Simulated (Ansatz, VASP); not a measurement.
**TaN in VASP and in Ansatz**

```
Ta N
1.0
     5.19600    0.00000    0.00000
    -2.59800    4.49987    0.00000
     0.00000    0.00000    2.91100
Ta N
3 3
Cartesian
  0.0000 2.9999 1.4555
  2.5980 1.5000 1.4555
  0.0000 0.0000 0.0000
  2.0412 0.0000 0.0000
  1.5774 2.7321 0.0000
  -1.0206 1.7678 0.0000
```

Alike in both runs: task single point; functional LDA; k mesh 4 × 4 × 6; occupations gaussian, width 0.05 eV; collinear spin; Hubbard terms Ta d U = 2.0 eV.

|  | VASP | Ansatz |
| --- | --- | --- |
| version | VASP 6.6.1 | Ansatz 0.2.0 |
| potentials or method | VASP PAW LDA potentials, release 64 (Ta_pv, N), cutoff 520 eV | scalar-relativistic, plane waves, PAW |
| valence electrons in the cell | 48 | 54 |

|  | VASP | Ansatz | Ansatz less VASP |
| --- | --- | --- | --- |
| gap on the k mesh at the Fermi level (eV) | none | none | - |
| pressure (GPa) | -2.4 | -8.2 | -5.87 |
| traceless stress, the component that is largest in VASP (GPa) | -0.74 | -1.29 | -0.547 |
| rms of the force components (eV/Å) | 0.036 | 0.020 | -0.0160 |
| net moment per atom (μB) | 0.00 | 0.00 | 0.000 |

LDA's correlation is that of Perdew and Zunger in VASP and of Perdew and Wang (1992) in Ansatz. The programs project onto different local orbitals, so the same U acts differently, and such runs can settle in different states. Atom by atom the forces differ by 0.056 eV/Å (rms over components). A gap of «none» marks a metal or a gap that the smearing closes. VASP's potentials hold 48 valence electrons a cell and Ansatz's 54, so a difference there can come from the potentials and not from the codes. Ansatz's warnings: filled band counts differ across k points, seeded moment not kept.

Neither program's run includes spin-orbit coupling.
